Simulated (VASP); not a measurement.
A run of VASP 6.6.1 is set up as follows.

File INCAR:

```
ALGO     = Normal         # electronic algorithm
EDIFF    = 1E-6           # SCF threshold, eV
EDIFFG   = -0.005         # ionic threshold
ENCUT    = 600            # plane-wave cutoff, eV
GGA      = PE             # functional
IBRION   = 2              # ionic algorithm
ISIF     = 3              # what is computed and relaxed
ISMEAR   = -1             # smearing method
LASPH    = True           # aspherical terms in the spheres
LCHARG   = False          # write CHGCAR
LREAL    = False          # projectors in reciprocal space
LWAVE    = False          # write WAVECAR
NELM     = 80             # most SCF steps
NSW      = 32             # ionic steps
PREC     = Accurate       # precision mode
PSTRESS  = 280.0        
SIGMA    = 0.08           # smearing width, eV
```

Contents of KPOINTS:

```
k-points
0
Gamma
  16 16 16
```

File POSCAR:

```
Nb
1.0
   -2.4635624390      2.4635624390      1.3634470368
    2.4635624390     -2.4635624390      1.3634470368
    2.4635624390      2.4635624390     -1.3634470368
Nb
2
Direct
   -0.3750000000     -0.1250000000     -0.2500000000
    0.3750000000      0.1250000000      0.2500000000
```

Potentials or basis: VASP PAW PBE potentials, release 64 (Nb_sv).

The run is started by

```sh
$ cat potpaw_PBE.64/Nb_sv/POTCAR > POTCAR
$ mpirun -np 1 vasp_std > vasp.out
```

Predict the space group after relaxing (to 0.1 Å).

I4_1/amd (No. 141).

Estimate the relaxed volume.

16.54 Å³/atom.

What does it give for the relaxed cell?

a = 3.741 Å, b = 3.741 Å, c = 3.741 Å, α = 97.62°, β = 97.62°, γ = 137.29°.

Predict the band gap on the k mesh.

zero (bands 13 and 14 overlap by 1.51 eV).

The path:
| step | energy change (eV) | largest force (eV/Å) | pressure (GPa) | volume (Å³) |
| --- | --- | --- | --- | --- |
| 1 | 0.0000 | 0.0000 | 27.83 | 33.10 |
| 2 | 0.0148 | 0.0000 | 28.47 | 33.02 |
| 3 | 0.0044 | 0.0000 | 28.00 | 33.07 |
| 4 | 0.0048 | 0.0000 | 28.03 | 33.07 |
| 5 | 0.0047 | 0.0000 | 28.03 | 33.07 |
| 6 | 0.0046 | 0.0000 | 28.05 | 33.07 |
| 7 | 0.0010 | 0.0000 | 27.88 | 33.09 |
| 8 | 0.0030 | 0.0000 | 27.95 | 33.08 |
| 9 | 0.0034 | 0.0000 | 27.97 | 33.08 |
| 10 | 0.0037 | 0.0000 | 27.99 | 33.08 |

Caveat: the cell is relaxed towards a set pressure, so the run minimises the enthalpy, not the energy.
